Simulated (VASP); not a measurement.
# Sb (R-3m) in VASP: notebook

The runs below take Sb through electric field gradients, with PBEsol.

Everything below comes from runs of VASP 6.6.1. Logs are shortened: lines on timing, memory, paths and dates and some standing lists are left out, and cuts for length are marked.

### 1 The cell of the first run

The structure is trigonal, space group R-3m (No. 166). The conventional cell has a = 4.172 Å, b = 4.172 Å, c = 11.232 Å, α = 90.00°, β = 90.00°, γ = 120.00°. Within 3.7 Å of Sb (site symmetry 3m) lie 6 Sb at 2.84 to 3.29 Å.

### 2 Electric field gradients, PBEsol (equal xx and yy strain of -3 %)

Input file INCAR:

```
SYSTEM = Sb
PREC = Accurate
ENCUT = 400
EDIFF = 1E-8
ISMEAR = -1
SIGMA = 0.05
LREAL = .FALSE.
LASPH = .TRUE.
NELM = 120
ALGO = Normal
ISIF = 2
LWAVE = .FALSE.
LCHARG = .FALSE.
GGA = PS
LEFG = .TRUE.
NBANDS = 12
GGA_COMPAT = .FALSE.
```

Input file KPOINTS:

```
Automatic mesh
0
G
  9 9 9
  0 0 0
```

Input file POSCAR:

```
Sb
1.0
    2.0860823220      1.2044001902      3.7440000000
   -2.0860823220      1.2044001902      3.7440000000
    0.0000000000     -2.4088003803      3.7440000000
Sb
2
Direct
    0.2336400000      0.2336400000      0.2336400000
    0.7663600000      0.7663600000      0.7663600000
```

Potentials or basis: VASP PAW PBE potentials, release 64 (Sb).

Launch:

```bash
$ cat potpaw_PBE.64/Sb/POTCAR > POTCAR
$ mpirun -np 1 vasp_std > vasp.out
```

OUTCAR:

```text
SYSTEM = Sb
   PREC = Accurate
   ENCUT = 400
   EDIFF = 1E-8
   ISMEAR = -1
   LREAL = .FALSE.
   LASPH = .TRUE.
   NELM = 120
   ISIF = 2
   GGA = PS

 ion  position               nearest neighbor table
   1  0.234  0.234  0.234-   2 2.84   2 2.84   2 2.84   2 3.29   2 3.29   2 3.29
   2  0.766  0.766  0.766-   1 2.84   1 2.84   1 2.84   1 3.29   1 3.29   1 3.29

  LATTYP: Found a trigonal (rhomboedric) cell.
 ALAT       =     4.4519496035
 COS(alpha) =     0.5608707133

  Lattice vectors:

 A1 = (   2.0860823220,   1.2044001902,   3.7440000000)
 A2 = (  -2.0860823220,   1.2044001902,   3.7440000000)
 A3 = (   0.0000000000,  -2.4088003803,   3.7440000000)

Analysis of symmetry for initial positions (statically):
=====================================================================
 Subroutine PRICEL returns:
 Original cell was already a primitive cell.

 Routine SETGRP: Setting up the symmetry group for a
 trigonal (rhombohedral) supercell.

 Subroutine GETGRP returns: Found 12 space group operations
 (whereof 12 operations were pure point group operations)
 out of a pool of 12 trial point group operations.

The static configuration has the point symmetry D_3d.

Analysis of symmetry for dynamics (positions and initial velocities):
=====================================================================
 Subroutine PRICEL returns:
 Original cell was already a primitive cell.

 Routine SETGRP: Setting up the symmetry group for a
 trigonal (rhombohedral) supercell.

 Subroutine GETGRP returns: Found 12 space group operations
 (whereof 12 operations were pure point group operations)
 out of a pool of 12 trial point group operations.

The dynamic configuration has the point symmetry D_3d.

 Subroutine INISYM returns: Found 12 space group operations
 (whereof 12 operations are pure point group operations),
 and found     1 'primitive' translations

----------------------------------------------------------------------------------------

                                     Primitive cell

  volume of cell :      56.4403

  direct lattice vectors                    reciprocal lattice vectors
     2.086082322  1.204400190  3.744000000     0.239683734  0.138381468  0.089031339
    -2.086082322  1.204400190  3.744000000    -0.239683734  0.138381468  0.089031339
     0.000000000 -2.408800380  3.744000000     0.000000000 -0.276762936  0.089031339

  length of vectors
     4.451949604  4.451949604  4.451949604     0.290730635  0.290730635  0.290730635

  position of ions in fractional coordinates (direct lattice)
     0.233640000  0.233640000  0.233640000
     0.766360000  0.766360000  0.766360000

  ion indices of the primitive-cell ions
   primitive index   ion index
                 1           1
                 2           2

----------------------------------------------------------------------------------------

 KPOINTS: Automatic mesh

Automatic generation of k-mesh.
 Grid dimensions read from file:
 generate k-points for:    9    9    9

 Generating k-lattice:

  Cartesian coordinates                     Fractional coordinates (reciprocal lattice)
     0.026631526  0.015375719  0.009892371     0.111111111  0.000000000  0.000000000
    -0.026631526  0.015375719  0.009892371     0.000000000  0.111111111  0.000000000
     0.000000000 -0.030751437  0.009892371     0.000000000  0.000000000  0.111111111

  Length of vectors
     0.032303404  0.032303404  0.032303404

  Shift w.r.t. Gamma in fractional coordinates (k-lattice)
     0.000000000  0.000000000  0.000000000

 Subroutine IBZKPT returns following result:
 ===========================================

 Found     85 irreducible k-points:

 Following reciprocal coordinates:
            Coordinates               Weight
  0.000000  0.000000  0.000000      1.000000
  0.111111 -0.000000  0.000000      6.000000
  0.222222 -0.000000  0.000000      6.000000
  0.333333 -0.000000  0.000000      6.000000
  0.444444 -0.000000  0.000000      6.000000
  0.111111  0.111111  0.000000      6.000000
[... 16 lines left out ...]
 -0.333333  0.333333  0.000000      6.000000
  0.444444  0.444444  0.000000      6.000000
 [... further k-points ...]
   k-points           NKPTS =     85   k-points in BZ     NKDIM =     85   number of bands    NBANDS=     12
   number of dos      NEDOS =    301   number of ions     NIONS =      2
   total plane-waves  NPLWV =  27000
   dimension x,y,z NGX =    30 NGY =   30 NGZ =   30
   dimension x,y,z NGXF=    60 NGYF=   60 NGZF=   60
   ions per type =               2
   NGX,Y,Z   is equivalent  to a cutoff of  11.20, 11.20, 11.20 a.u.
   NGXF,Y,Z  is equivalent  to a cutoff of  22.41, 22.41, 22.41 a.u.
 SYSTEM =  Sb
   PREC   = accura    normal or accurate (medium, high low for compatibility)
   ISTART =      0    job   : 0-new  1-cont  2-samecut
   ICHARG =      2    charge: 1-file 2-atom 10-const
   ISPIN  =      1    spin polarized calculation?
   LNONCOLLINEAR =      F non collinear calculations
   LSORBIT =      F    spin-orbit coupling
   LASPH  =      T    aspherical Exc in radial PAW
   ENCUT  =  400.0 eV  29.40 Ry    5.42 a.u.   7.26  7.26  7.26*2*pi/ulx,y,z
   NELM   =    120;   NELMIN=  2; NELMDL= -5     # of ELM steps
   EDIFF  = 0.1E-07   stopping-criterion for ELM
   LREAL  =      F    real-space projection
   EDIFFG = 0.1E-06   stopping-criterion for IOM
   NSW    =      0    number of steps for IOM
   IBRION =     -1    ionic relax: 0-MD 1-quasi-New 2-CG
   NFREE  =      0    steps in history (QN), initial steepest desc. (CG)
   ISIF   =      2    stress and relaxation
   ISYM   =      2    0-nonsym 1-usesym 2-fastsym
   POTIM  = 0.5000    time-step for ionic-motion
   TEBEG  =    0.0;   TEEND  =   0.0 temperature during run
   PSTRESS=    0.0 pullay stress
   NELECT =      10.0000    total number of electrons
   NUPDOWN=      -1.0000    fix difference up-down
   EMIN   =  10.00;   EMAX   =-10.00  energy-range for DOS
   EFERMI =   0.00;   METHOD = LEGACY
   ISMEAR =    -1;   SIGMA  =   0.05  broadening in eV -4-tet -1-fermi 0-gaus
   EFERMI_NEDOS =   21; number of points for ismear=-14 and -15
   IALGO  =     38    algorithm
   IMIX   =      4    mixing-type and parameters
     AMIX     =   0.40;   BMIX     =  1.00
     AMIX_MAG =   1.60;   BMIX_MAG =  1.00
  volume/ion in A,a.u.               =      28.22       190.44
  Fermi-wavevector in a.u.,A,eV,Ry     =   0.919486  1.737576 11.503103  0.845454
  Thomas-Fermi vector in A             =   2.044685
   LORBIT       =      0    0 simple, 1 ext, 2 COOP (PROOUT), +10 PAW based schemes
   GGA     = PS    functional components
   LHFCALC =     F    Hartree Fock is set to
   AEXX    =    0.0000 exact exchange contribution
   IVDW    =     0    specifies the selected vdW correction
   LEPSILON=     F    determine dielectric tensor
   LRPA    =     F    only Hartree local field effects (RPA)
 non-spin polarized calculation
  energy-cutoff  :      400.00
  volume of cell :       56.44
 maximum number of plane-waves:      1040
 NGX is ok and might be reduce to    30
   NGX = 15   NGY = 15   NGZ = 15

 number of electron      10.0000000 magnetization

 Free energy of the ion-electron system (eV)
  ---------------------------------------------------
  ext. energy  EPLUGINS =         0.00000000
  ---------------------------------------------------
  free energy    TOTEN  =        -9.04623061 eV

  energy without entropy =       -9.04335295  energy(sigma->0) =       -9.04479178

 E-fermi :   8.0450     XC(G=0):  -9.9535

 val. band max:        7.9794142169   @ k =   0.4444  -0.0000   0.0000
 cond. band min:       8.0491804660   @ k =   0.3333   0.1111   0.1111
 fundamental gap:      0.0697662491
 Fermi energy:         8.0450390214

 k-point     1 :       0.0000    0.0000    0.0000
  band No.  band energies     occupation
      1      -5.2857      2.00000
      2       3.5316      2.00000
      3       5.5581      2.00000
      4       6.2228      2.00000
      5       6.2228      2.00000
      6      10.0952      0.00000
      7      10.8161      0.00000
      8      10.8161      0.00000
      9      13.1597      0.00000
     10      13.1597      0.00000
     11      13.2290      0.00000
     12      14.3580      0.00000
[... 331 lines left out ...]
 k-point    24 :       0.4444    0.4444    0.0000
  band No.  band energies     occupation
      1      -2.8369      2.00000
      2       0.0073      2.00000
      3       2.3758      2.00000
      4       3.9246      2.00000
      5       4.2095      2.00000
      6       9.3252      0.00000
      7      13.1603      0.00000
      8      13.7595      0.00000
      9      14.9109      0.00000
     10      16.7457      0.00000
     11      17.9630      0.00000
     12      18.8025      0.00000

 [... further k-points ...]
[... 5 lines left out ...]
  --------------------------------------------------------------------------------------
  -------------------------------------------------------------------------------------
  Total        2.0322844      2.0322844      1.2280292      0.0000000      0.0000000      0.0000000
  in kB       57.6906874     57.6906874     34.8602053      0.0000000      0.0000000      0.0000000
  external PRESSURE =      50.0805267 kB  Pullay stress =       0.0000000 kB

 VOLUME and BASIS-vectors are now :
 -----------------------------------------------------------------------------
  energy-cutoff  :      400.00
  volume of cell :       56.44
      direct lattice vectors                 reciprocal lattice vectors
     2.086082322  1.204400190  3.744000000     0.239683734  0.138381468  0.089031339
    -2.086082322  1.204400190  3.744000000    -0.239683734  0.138381468  0.089031339
     0.000000000 -2.408800380  3.744000000     0.000000000 -0.276762936  0.089031339

 POSITION                                       TOTAL-FORCE (eV/Angst)
 -----------------------------------------------------------------------------------
      0.00000      0.00000      2.62424         0.000000      0.000000      0.582244
      0.00000      0.00000      8.60776         0.000000     -0.000000     -0.582244
 -----------------------------------------------------------------------------------
    total drift:                                0.000000     -0.000000      0.000000

  FREE ENERGIE OF THE ION-ELECTRON SYSTEM (eV)
  ---------------------------------------------------
  free  energy   TOTEN  =        -9.0462306091 eV

  energy  without entropy=       -9.0433529451  energy(sigma->0) =       -9.04479178

 Electric field gradients (V/A^2)
---------------------------------------------------------------------
 ion       V_xx      V_yy      V_zz      V_xy      V_xz      V_yz
---------------------------------------------------------------------
   1      14.939    14.939   -29.877    -0.000     0.000    -0.000
   2      14.939    14.939   -29.877    -0.000    -0.000    -0.000
---------------------------------------------------------------------

 Electric field gradients after diagonalization (V/A^2)
 (convention: |V_zz| > |V_xx| > |V_yy|)
----------------------------------------------------------------------
 ion       V_xx      V_yy      V_zz     asymmetry (V_yy - V_xx)/ V_zz
----------------------------------------------------------------------
   1      14.939    14.939   -29.877       0.000
   2      14.939    14.939   -29.877       0.000
----------------------------------------------------------------------

           NMR quadrupolar parameters

 Cq : quadrupolar parameter    Cq=e*Q*V_zz/h
 eta: asymmetry parameters     (V_yy - V_xx)/ V_zz
 Q  : nuclear electric quadrupole moment in mb (millibarn)
----------------------------------------------------------------------
 ion       Cq(MHz)       eta       Q (mb)
----------------------------------------------------------------------
   1      -0.072       0.000       1.000
   2      -0.072       0.000       1.000
----------------------------------------------------------------------
```

It took 40 s on 1 thread of Intel Xeon 6975P-C, shared host; peak memory 0.18 GiB.

Results:

| Item | Value |
| --- | --- |
| Free energy | -9.0462 eV |
| Pressure | 5.0 GPa |
| Largest force | 0.582 eV/Å |
| Band gap on the k mesh | zero (band 5 reaches 8.22 eV, above the bottom of band 6 at 7.98 eV) |

Forces in eV/Å, atoms in the order of the input:
```
Sb   0.000  0.000  0.582
Sb   0.000  0.000 -0.582
```

Levels at points of the mesh, in eV from the Fermi level:
```tsv
k point	band 2	band 3	band 4	band 5	band 6	band 7	band 8	band 9
(0.00, 0.00, 0.00)	-4.51	-2.49	-1.82	-1.82	2.05	2.77	2.77	5.11
```

Electric field gradients, principal values (V/Å²):
| atom | least | middle | greatest (by size) |
| --- | --- | --- | --- |
| 1 Sb | 14.939 | 14.939 | -29.877 |
| 2 Sb | 14.939 | 14.939 | -29.877 |

Caveat: the cell differs from its parent crystal (equal xx and yy strain of -3 %); without QUAD_EFG the Cq values of the log hold for a quadrupole moment of 1 mb, not for the nuclei; the PAW data sets were made with another functional, which shifts forces and pressure a little; spin-orbit coupling is left out, which moves the levels of the heavy elements.

### 3 Electric field gradients, PBEsol (equal xx and yy strain of -3 %)

Input file INCAR:

```
  ALGO = Normal
  EDIFF = 1E-8
  ENCUT = 400
  GGA = PS
  GGA_COMPAT = False
  ISIF = 2
  ISMEAR = -1
  LASPH = True
  LCHARG = False
  LEFG = True
  LREAL = False
  LWAVE = False
  NBANDS = 12
  NELM = 120
  PREC = Accurate
  SIGMA = 0.05
```

Input file KPOINTS:

```
k-points
0
Gamma
  9 9 9
```

POSCAR is that of step 2.

Potentials or basis: VASP PAW PBE potentials, release 64 (Sb).

Launch:

```bash
$ cat potpaw_PBE.64/Sb/POTCAR > POTCAR
$ mpirun -np 1 vasp_std > vasp.out
```

OUTCAR:

```text
EDIFF = 1E-8
   ENCUT = 400
   GGA = PS
   ISIF = 2
   ISMEAR = -1
   LASPH = True
   LREAL = False
   NELM = 120
   PREC = Accurate

 ion  position               nearest neighbor table
   1  0.234  0.234  0.234-   2 2.84   2 2.84   2 2.84   2 3.29   2 3.29   2 3.29
   2  0.766  0.766  0.766-   1 2.84   1 2.84   1 2.84   1 3.29   1 3.29   1 3.29

  LATTYP: Found a trigonal (rhomboedric) cell.
 ALAT       =     4.4519496035
 COS(alpha) =     0.5608707133

  Lattice vectors:

 A1 = (   2.0860823220,   1.2044001902,   3.7440000000)
 A2 = (  -2.0860823220,   1.2044001902,   3.7440000000)
[... 573 lines left out ...]
  free  energy   TOTEN  =        -9.0462306091 eV

  energy  without entropy=       -9.0433529451  energy(sigma->0) =       -9.04479178

 Electric field gradients (V/A^2)
---------------------------------------------------------------------
 ion       V_xx      V_yy      V_zz      V_xy      V_xz      V_yz
---------------------------------------------------------------------
   1      14.939    14.939   -29.877    -0.000     0.000    -0.000
   2      14.939    14.939   -29.877    -0.000    -0.000    -0.000
---------------------------------------------------------------------

 Electric field gradients after diagonalization (V/A^2)
 (convention: |V_zz| > |V_xx| > |V_yy|)
----------------------------------------------------------------------
 ion       V_xx      V_yy      V_zz     asymmetry (V_yy - V_xx)/ V_zz
----------------------------------------------------------------------
   1      14.939    14.939   -29.877       0.000
   2      14.939    14.939   -29.877       0.000
----------------------------------------------------------------------

           NMR quadrupolar parameters

 Cq : quadrupolar parameter    Cq=e*Q*V_zz/h
 eta: asymmetry parameters     (V_yy - V_xx)/ V_zz
 Q  : nuclear electric quadrupole moment in mb (millibarn)
----------------------------------------------------------------------
 ion       Cq(MHz)       eta       Q (mb)
----------------------------------------------------------------------
   1      -0.072       0.000       1.000
   2      -0.072       0.000       1.000
----------------------------------------------------------------------
```

OSZICAR:

```text
N       E                     dE             d eps       ncg     rms          rms(c)
DAV:   1     0.277590405343E+02    0.27759E+02   -0.30844E+03  2040   0.530E+02
DAV:   2    -0.757310720997E+01   -0.35332E+02   -0.34129E+02  2588   0.993E+01
DAV:   3    -0.905745197492E+01   -0.14843E+01   -0.14782E+01  2516   0.224E+01
DAV:   4    -0.906887265216E+01   -0.11421E-01   -0.11420E-01  2340   0.245E+00
DAV:   5    -0.906901104942E+01   -0.13840E-03   -0.13840E-03  2524   0.282E-01    0.328E+00
DAV:   6    -0.905445433727E+01    0.14557E-01   -0.34480E-03  2348   0.307E-01    0.199E+00
DAV:   7    -0.904620602103E+01    0.82483E-02   -0.80212E-03  2288   0.471E-01    0.486E-02
DAV:   8    -0.904622430509E+01   -0.18284E-04   -0.22796E-04  2412   0.969E-02    0.169E-02
DAV:   9    -0.904623085647E+01   -0.65514E-05   -0.15059E-05  2472   0.227E-02    0.805E-03
DAV:  10    -0.904623044558E+01    0.41090E-06   -0.10522E-06  2416   0.571E-03    0.151E-03
DAV:  11    -0.904623060344E+01   -0.15787E-06   -0.16275E-07  2440   0.230E-03    0.393E-04
DAV:  12    -0.904623059165E+01    0.11793E-07   -0.10624E-08  1852   0.550E-04    0.112E-04
DAV:  13    -0.904623061109E+01   -0.19434E-07   -0.13918E-09  1332   0.238E-04    0.446E-05
DAV:  14    -0.904623060914E+01    0.19438E-08   -0.19241E-10  1276   0.935E-05
   1 F= -.90462306E+01 E0= -.90447918E+01  d E =-.287766E-02
```

It took 40 s on 1 thread of Intel Xeon 6975P-C, shared host; peak memory 0.18 GiB.

Results:

- Free energy: -9.0462 eV
- Pressure: 5.0 GPa
- Largest force: 0.582 eV/Å
- Band gap on the k mesh: zero (band 5 reaches 8.22 eV, above the bottom of band 6 at 7.98 eV)

Forces on the atoms (eV/Å):
```
Sb   0.000  0.000  0.582
Sb   0.000  0.000 -0.582
```

Stress tensor (GPa, compression positive):
```
5.77 0.00 0.00
0.00 5.77 0.00
0.00 0.00 3.49
```

Levels at points of the mesh, in eV from the Fermi level:
```tsv
k point	band 3	band 4	band 5	band 6	band 7	band 8
(0.00, 0.00, 0.00)	-2.49	-1.82	-1.82	2.05	2.77	2.77
```

Electric field gradients, principal values (V/Å²):
```csv
atom,least,middle,greatest (by size)
1 Sb,14.939,14.939,-29.877
2 Sb,14.939,14.939,-29.877
```

Caveat: the cell differs from its parent crystal (equal xx and yy strain of -3 %); without QUAD_EFG the Cq values of the log hold for a quadrupole moment of 1 mb, not for the nuclei; the PAW data sets were made with another functional, which shifts forces and pressure a little; spin-orbit coupling is left out, which moves the levels of the heavy elements.

[end of part 1 of 2]
